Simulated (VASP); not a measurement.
Input of a VASP 6.6.1 run:

INCAR

```
PREC = Accurate ; ENCUT = 520
EDIFF = 1E-7 ; ISMEAR = -1
SIGMA = 0.05 ; LREAL = Auto
LASPH = T ; NELM = 100
ALGO = Normal ; ISIF = 2
LWAVE = F ; LCHARG = F
GGA = PE ; NBANDS = 88
```

Contents of KPOINTS:

```
Automatic mesh
0
Gamma
  4 4 1
```

File POSCAR:

```
HW4C4
1.0
    5.7868000000      0.0000000000      0.0000000000
   -2.8934000000      5.0115160000      0.0000000000
    0.0000000000      0.0000000000     17.2472500000
W C H
8 8 2
Direct
    0.0000000000      0.0000000000      0.0579802577
    0.0008937720      0.0070260177      0.2254500283
    0.0000000000      0.5000000000      0.0579802577
    0.0026652387      0.5062214707      0.2223795678
    0.5000000000      0.0000000000      0.0579802577
    0.5023048619      0.0054464557      0.2227493658
    0.5000000000      0.5000000000      0.0579802577
    0.5021954507      0.5052010210      0.2245854267
    0.3325387714      0.1694291707      0.1341506037
    0.3392911254      0.1676608435      0.2892418791
    0.3348501195      0.6688908107      0.1352210932
    0.3355873444      0.6741099899      0.2954915131
    0.8340653933      0.1695484959      0.1352259056
    0.8339451649      0.1783665861      0.2961335865
    0.8328527222      0.6701483144      0.1339725463
    0.8420426578      0.6702794125      0.2890020148
    0.8341946660      0.2009707242      0.3589982171
    0.3436509939      0.6698502010      0.3586370001
```

Potentials or basis: VASP PAW PBE potentials, release 64 (W_sv, C, H).

The run is started by

```sh
$ cat potpaw_PBE.64/W_sv/POTCAR potpaw_PBE.64/C/POTCAR potpaw_PBE.64/H/POTCAR > POTCAR
$ mpirun -np 1 vasp_std > vasp.out
```

(1) Estimate the band gap on the k mesh.

(2) Predict the largest force.

## Answers

(1) zero (bands 73 and 74 overlap by 0.75 eV).

(2) 0.262 eV/Å.

Caveat: there is no dipole correction, which matters where the two faces differ; spin-orbit coupling is left out, which moves the levels of the heavy elements.
